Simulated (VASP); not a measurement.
## K4Mg3MnF12: single point with PBEsol+U

K4Mg3MnF12:

```
K Mn Mg F
1.0
     3.98970    3.98970    0.00000
    -3.98970    3.98970    0.00000
     0.00000    0.00000    7.97940
K Mn Mg F
4 1 3 12
Direct
  0.50000 0.00000 0.25252
  0.50000 0.00000 0.74748
  0.00000 0.50000 0.25252
  0.00000 0.50000 0.74748
  0.00000 0.00000 0.00000
  0.00000 0.00000 0.50000
  0.50000 0.50000 0.00000
  0.50000 0.50000 0.50000
  0.25796 0.74204 0.00000
  0.25045 0.74955 0.50000
  0.74204 0.25796 0.00000
  0.74955 0.25045 0.50000
  0.25796 0.25796 0.00000
  0.25045 0.25045 0.50000
  0.74204 0.74204 0.00000
  0.74955 0.74955 0.50000
  0.00000 0.00000 0.25899
  0.00000 0.00000 0.74101
  0.50000 0.50000 0.25161
  0.50000 0.50000 0.74839
```

```yaml
Program: VASP 6.6.1
Task: single point
Functional: PBEsol
Potentials_or_basis: VASP PAW PBE potentials, release 64 (K_sv, Mn_pv, Mg, F)
Cutoff: 520 eV
k_mesh: 3 × 3 × 2
Occupations: gaussian, width 0.05 eV
Spin: collinear spin, ferromagnetic start
Starting_moments: "[0.0, 0.0, 0.0, 0.0, 0.92, 0.0, 0.0, 0.0, 0.0, 0.0, 0.0, 0.0, 0.0, 0.0, 0.0, 0.0, 0.0, 0.0, 0.0, 0.0] μB"
Hubbard_terms: Mn d U = 3.5 eV
Dipole_correction: no
Further_INCAR_settings: LREAL = Auto; ALGO = Normal; EDIFF = 1e-07; NBANDS = 90
```

| Property | Result |
| --- | --- |
| Pressure | -0.1 GPa |
| Largest force | 1.058 eV/Å |
| Band gap on the k mesh | 2.27 eV |
| Net moment | 1.00 μB per cell |
| Site moments | K -0.00; Mn +0.95; Mg -0.00; F +0.00, -0.00 (each value once) μB |
| Valence electrons inside the program's atomic spheres | K 7.56; Mn 11.44; Mg 0.39, 0.40, 0.38; F 6.11, 6.12 (each value once) |

Forces on the atoms (eV/Å):
```
K    0.000  0.000  0.000
K    0.000  0.000  0.000
K    0.000  0.000  0.000
K    0.000  0.000  0.000
Mn   0.000  0.000  0.000
Mg   0.000  0.000  0.000
Mg   0.000  0.000  0.000
Mg   0.000  0.000  0.000
F   -1.058  0.000  0.000
F    0.016  0.000  0.000
F    1.058  0.000  0.000
F   -0.016  0.000  0.000
F    0.000 -1.058  0.000
F    0.000  0.016  0.000
F    0.000  1.058  0.000
F    0.000 -0.016  0.000
F    0.000  0.000 -0.699
F    0.000  0.000  0.699
F    0.000  0.000 -0.089
F    0.000  0.000  0.089
```

Stress tensor (GPa, compression positive):
```
-0.44  0.00  0.00
 0.00 -0.44  0.00
 0.00  0.00  0.66
```

Levels at points of the mesh, in eV from the valence-band top:
Spin up:
```tsv
k point	band 66	band 67	band 68	band 69	band 70	band 71	band 72	band 73	band 74	band 75
(0.00, 0.00, 0.00)	-3.58	-3.52	-2.12	-0.53	-0.53	2.45	3.06	3.48	6.35	6.37
(0.00, 0.00, 0.50)	-3.80	-3.52	-2.12	-0.53	-0.53	2.45	3.07	4.39	4.66	6.84
```
Spin down:
```
           k point  band 67  band 68  band 69  band 70  band 71  band 72
(0.00, 0.00, 0.00)    -3.52    -0.01    -0.01     2.83     2.96     3.52
(0.00, 0.00, 0.50)    -3.52    -0.01    -0.01     2.83     2.96     3.78
```

Eigenvalues of the final occupation matrices:
```csv
site,spin,trace,eigenvalues
site 5 d,1,3.02,0.10 0.11 0.93 0.93 0.94
site 5 d,2,2.08,0.03 0.09 0.10 0.93 0.93
```

It took 14 min on 1 thread of Intel Xeon 8259CL, with other jobs on the host, peak memory 0.5 GiB.

Caveat: the PAW data sets were made with another functional, which shifts forces and pressure a little; a cell with one magnetic atom can't hold antiferromagnetic order, which such compounds often take. A k mesh can miss the band edges.
